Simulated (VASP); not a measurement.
A run of VASP 6.6.1:

The input INCAR:

```
ALGO = Normal
DIPOL = 0.5 0.5 0.500
EDIFF = 1E-6
ENCUT = 520
GGA = PE
IDIPOL = 3
ISIF = 2
ISMEAR = -1
LASPH = True
LCHARG = False
LDIPOL = True
LREAL = False
LWAVE = False
NBANDS = 36
NELM = 60
PREC = Accurate
SIGMA = 0.1
```

File KPOINTS:

```
k-points
0
Gamma
  12 12 1
```

Contents of POSCAR:

```
Ag
1.0
    2.9330648187      0.0000000000      0.0000000000
    0.0000000000      2.9330648187      0.0000000000
    0.0000000000      0.0000000000     24.2960000000
Ag
5
Direct
    0.0000000000      0.0000000000      0.3311138137
    0.5000000000      0.5000000000      0.4145795058
    0.0000000000      0.0000000000      0.4999999996
    0.5000000000      0.5000000000      0.5854204947
    0.0000000000      0.0000000000      0.6688861863
```

Potentials or basis: VASP PAW PBE potentials, release 64 (Ag).

Command:

```console
$ cat potpaw_PBE.64/Ag/POTCAR > POTCAR
$ mpirun -np 1 vasp_std > vasp.out
```

Hardware: 1 thread of Intel(R) Xeon(R) 6975P-C (Granite Rapids), on a shared host.

**Question.** How long does it take, and how much memory?

**Answer.** Wall time 110 s on 1 thread of Intel(R) Xeon(R) 6975P-C (Granite Rapids), on a shared host, peak memory 0.41 GiB. Counts: scf iterations 22, k points 28.
